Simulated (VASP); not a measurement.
Write the native input for VASP 6.6.1 that does the following.

```
Task                   : single point
Functional             : PBE
Potentials or basis    : VASP PAW PBE potentials, release 64 (C)
Cutoff                 : 600 eV
k mesh                 : 20 × 20 × 20
Occupations            : gaussian, width 0.02 eV
Spin                   : no spin polarisation
Dipole correction      : no
Further INCAR settings : ALGO = Normal; EDIFF = 1e-06; NBANDS = 11
```

The structure of C lies in POSCAR:

```
C
1.0
    0.0000000000      1.7469644787      1.7469644787
    1.7469644787      0.0000000000      1.7469644787
    1.7469644787      1.7469644787      0.0000000000
C
2
Direct
    0.7500000000      0.7500000000      0.7500000000
    0.5000000000      0.5000000000      0.5000000000
```

One way to write it, as run:

INCAR

```
ALGO = Normal
EDIFF = 1E-6
ENCUT = 600
GGA = PE
GGA_COMPAT = False
ISIF = 2
ISMEAR = 0
LASPH = True
LCHARG = True
LELF = True
LREAL = False
LVHAR = True
LWAVE = False
NBANDS = 11
NELM = 120
PREC = Accurate
SIGMA = 0.02
```

KPOINTS

```
k-points
0
Gamma
  20 20 20
```

Potentials or basis: VASP PAW PBE potentials, release 64 (C).

Launch:

```console
$ cat potpaw_PBE.64/C/POTCAR > POTCAR
$ mpirun -np 1 vasp_std > vasp.out
```

Results of the run:

```
Pressure               : 32.4 GPa
Band gap on the k mesh : 4.27 eV (least direct gap 5.76 eV)
```

Caveat: the cell stands under pressure.

Run time: 40 s on 1 thread of Intel Xeon 8259CL (shared host), peak memory 0.14 GiB.
